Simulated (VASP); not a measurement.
Write the native input for VASP 6.6.1 that does the following.

- Task: single point
- Functional: PBEsol
- Potentials or basis: VASP PAW PBE potentials, release 64 (B, P)
- Cutoff: 520 eV
- k mesh: 8 × 8 × 8
- Occupations: gaussian, width 0.01 eV
- Spin: no spin polarisation
- Dipole correction: no
- Further INCAR settings: ALGO = Normal; EDIFF = 1e-07; NBANDS = 11

The structure of BP lies in POSCAR:

```
BP
1.0
    2.2374711312      2.2374711312      0.0000000000
   -2.2374711312      2.2374711312      0.0000000000
    0.0000000000      2.2374711312      2.2708069104
B P
1 1
Direct
    0.0000000000      0.0000000000      0.0000000000
    0.7500000000      0.2500000000      0.5000000000
```

This cell differs from its parent crystal: in-plane strain -0.01, then relaxed in part.

The input as run:

INCAR

```
SYSTEM = BP
PREC = Accurate
ENCUT = 520
EDIFF = 1E-7
ISMEAR = 0
SIGMA = 0.01
LREAL = .FALSE.
LASPH = .TRUE.
NELM = 80
ALGO = Normal
ISIF = 2
LWAVE = .FALSE.
LCHARG = .FALSE.
GGA = PS
NBANDS = 11
```

KPOINTS

```
regular mesh
0
G
  8 8 8
  0 0 0
```

Potentials or basis: VASP PAW PBE potentials, release 64 (B, P).

The run is started by

```sh
$ cat potpaw_PBE.64/B/POTCAR potpaw_PBE.64/P/POTCAR > POTCAR
$ mpirun -np 1 vasp_std > vasp.out
```

It gave:

| Quantity | Value |
| --- | --- |
| Pressure | 2.8 GPa |
| Band gap on the k mesh | 1.02 eV, indirect (least direct gap 3.32 eV) |

Caveat: the cell differs from its parent crystal (in-plane strain -0.01, then relaxed in part); the PAW data sets were made with another functional, which shifts forces and pressure a little.

It took 4.6 s on 1 thread of Intel(R) Xeon(R) 6975P-C (Granite Rapids) (shared host), peak memory 0.14 GiB.
